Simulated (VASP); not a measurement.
A run of VASP 6.6.1:

The input INCAR:

```
PREC     = Accurate       # precision mode
ENCUT    = 520            # plane-wave cutoff, eV
EDIFF    = 1E-6           # SCF threshold, eV
ISMEAR   = 0              # smearing method
SIGMA    = 0.1            # smearing width, eV
LREAL    = F              # projectors in reciprocal space
LASPH    = T              # aspherical terms in the spheres
NELM     = 60             # most SCF steps
ALGO     = Fast           # electronic algorithm
ISIF     = 2              # what is computed and relaxed
LWAVE    = F              # write WAVECAR
LCHARG   = F              # write CHGCAR
GGA      = PE             # functional
NBANDS   = 31             # bands
```

Contents of KPOINTS:

```
Automatic mesh
0
Gamma
  4 4 4
```

File POSCAR:

```
MgAu4
1.0
    5.7065238200      0.0000000000      0.0000000000
    0.0000000000      5.7065238200      0.0000000000
    0.0000000000      0.0000000000      5.7065238200
Mg Au
1 4
Direct
    0.0000000000      0.0000000000      0.0000000000
    0.5000000000      0.0000000000      0.0000000000
    0.0000000000      0.5000000000      0.0000000000
    0.0000000000      0.0000000000      0.5000000000
    0.5000000000      0.5000000000      0.5000000000
```

Potentials or basis: VASP PAW PBE potentials, release 64 (Mg, Au).

Run with:

```console
$ cat potpaw_PBE.64/Mg/POTCAR potpaw_PBE.64/Au/POTCAR > POTCAR
$ mpirun -np 1 vasp_std > vasp.out
```

Hardware: 1 thread of AMD EPYC 9R45 96-Core Processor (Zen 5), on a shared host.

Task: How long does it take, and how much memory?

Result: It took 33 s on 1 thread of AMD EPYC 9R45 96-Core Processor (Zen 5) (shared host), peak memory 0.24 GiB. Counts: scf iterations 14, k points 10.
